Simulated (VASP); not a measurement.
ReBPt:

```
Re B Pt
1.0
     3.76190    0.00000    0.00000
    -1.88095    3.25791    0.00000
     0.00000    0.00000    3.30161
Re B Pt
1 1 1
Cartesian
  0.0000 0.0000 1.6508
  0.0000 2.1719 1.6508
  1.8810 1.0860 0.0000
```

```yaml
Program: VASP 6.6.1
Task: relaxation of cell and atoms
Functional: PBE
Potentials_or_basis: VASP PAW PBE potentials, release 64 (Re, B, Pt)
Cutoff: 600 eV
k_mesh: 6 × 6 × 6
Occupations: gaussian, width 0.1 eV
Spin: no spin polarisation
```

At the start: pressure -5.1 GPa; volume 13.49 Å³/atom.

How do energy, volume and symmetry change on relaxing?

Over 4 steps the energy falls by 4.3 meV/atom and the volume is 13.22 Å³/atom (-2.0 %); space group P-6m2 (No. 187, to 0.05 Å).

Step by step:
```csv
step,energy change (eV),largest force (eV/Å),pressure (GPa),volume (Å³)
1,0.0000,0.0000,-5.13,40.46
2,0.0532,0.0000,12.95,37.99
3,-0.0129,0.0000,-0.11,39.68
4,-0.0129,0.0000,0.04,39.67
```

Final structure:
```yaml
crystal:
  lattice:
    - [3.73568, 0.00000, 0.00000]
    - [-1.86784, 3.23520, 0.00000]
    - [0.00000, 0.00000, 3.28234]
  atoms:
    - { symbol: Re, position: [0.00000, 0.00000, 0.50000] }
    - { symbol: B, position: [0.33333, 0.66667, 0.50000] }
    - { symbol: Pt, position: [0.66667, 0.33333, 0.00000] }
```
